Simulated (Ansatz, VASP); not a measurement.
## Y in VASP and in Ansatz

Contents of INCAR:

```
SYSTEM = Y
PREC = Accurate ; ENCUT = 520
EDIFF = 1E-8 ; ISMEAR = -1
SIGMA = 0.05 ; LREAL = .False.
LASPH = .True. ; NELM = 100
ALGO = Normal ; ISIF = 2
LWAVE = .False. ; LCHARG = .False.
LEFG = .True. ; NBANDS = 12
```

File KPOINTS:

```
Automatic mesh
0
Gamma
  13 13 13
  0 0 0
```

POSCAR

```
Y
1.0
    0.0000000000      2.4850000000      2.4850000000
    2.4850000000      0.0000000000      2.4850000000
    2.4850000000      2.4850000000      0.0000000000
Y
1
Direct
    0.0000000000      0.0000000000      0.0000000000
```

Input for Ansatz:

```yaml
crystal:
  lattice:
    - [0.0, 2.485, 2.485]
    - [2.485, 0.0, 2.485]
    - [2.485, 2.485, 0.0]
  atoms:
    - { symbol: "Y", position: [0.0, 0.0, 0.0] }
kpoints:
  mp_grid: { grid: [13, 13, 13] }
  band_path:
    path:
      - [0.0, 0.0, 0.0]
      - [0.5, 0.0, 0.5]
      - [0.625, 0.25, 0.625]
      - [0.375, 0.375, 0.75]
      - [0.0, 0.0, 0.0]
      - [0.5, 0.5, 0.5]
      - [0.5, 0.25, 0.75]
      - [0.5, 0.0, 0.5]
    npoints: 14
scf:
  occupations: { method: fermi_dirac, width: 0.05 }
hamiltonian:
  xc: lda
  pseudopotentials: { kind: paw }
output:
  forces: true
  stress: true
  eigenvalues: true
  efg: { contact_densities: true }
  populations: true
  bader: true
  dos: { projected: true, de: 0.2, e_range: [-14, 8] }
  write_density: true
  write_potential: true
  elf: true
  volumetric_format: npy
```

Alike in both runs: task electric field gradients; functional LDA; k mesh 13 × 13 × 13; occupations fermi-dirac, width 0.05 eV; no spin polarisation.

|  | VASP | Ansatz |
| --- | --- | --- |
| version | VASP 6.6.1 | Ansatz 0.2.0 |
| potentials or method | VASP PAW LDA potentials, release 64 (Y_sv) | PAW with Ansatz's default frozen-core files, scalar-relativistic |
| plane-wave cutoff (eV) | 520 | 420 |
| valence electrons in the cell | 11 | 11 |

|  | VASP | Ansatz | Ansatz less VASP |
| --- | --- | --- | --- |
| pressure (GPa) | -1.9 | -1.7 | +0.13 |

LDA's correlation is that of Perdew and Zunger in VASP and of Perdew and Wang (1992) in Ansatz.
